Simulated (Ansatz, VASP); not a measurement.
# Two plane-wave programs on GdO

```
Gd O
1.0
     0.00000    2.69843    2.69843
     5.39686    2.69843    2.69843
     5.39686    5.39686    0.00000
Gd O
2 2
Direct
  0.00000 0.00000 0.00000
  0.00000 0.00000 0.50000
  0.25000 0.25000 0.00000
  0.25000 0.25000 0.50000
```

Alike in both runs: task single point; functional PBE; k mesh 10 × 10 × 5; occupations gaussian, width 0.05 eV; collinear spin; Hubbard terms Gd f U = 6.0 eV.

```csv
,VASP,Ansatz
version,VASP 6.6.1,Ansatz 0.2.0
potentials or method,"VASP PAW PBE potentials, release 64 (Gd, O), cutoff 520 eV","scalar-relativistic, plane waves, PAW"
valence electrons in the cell,48,48
```

```csv
,VASP,Ansatz,Ansatz less VASP
gap on the k mesh at the Fermi level (eV),none,none,-
pressure (GPa),-0.3,-0.5,-0.22
net moment per atom (μB),0.00,0.00,0.000
size of the moment on the site where the two differ most (μB),6.87,6.89,+0.015
```

Site moments also hang on the region over which each program counts them. The programs project onto different local orbitals, so the same U acts differently, and such runs can settle in different states. A gap of «none» marks a metal or a gap that the smearing closes. Ansatz's warnings: filled band counts differ across k points, saved state not lowest.

Neither program's run includes spin-orbit coupling.
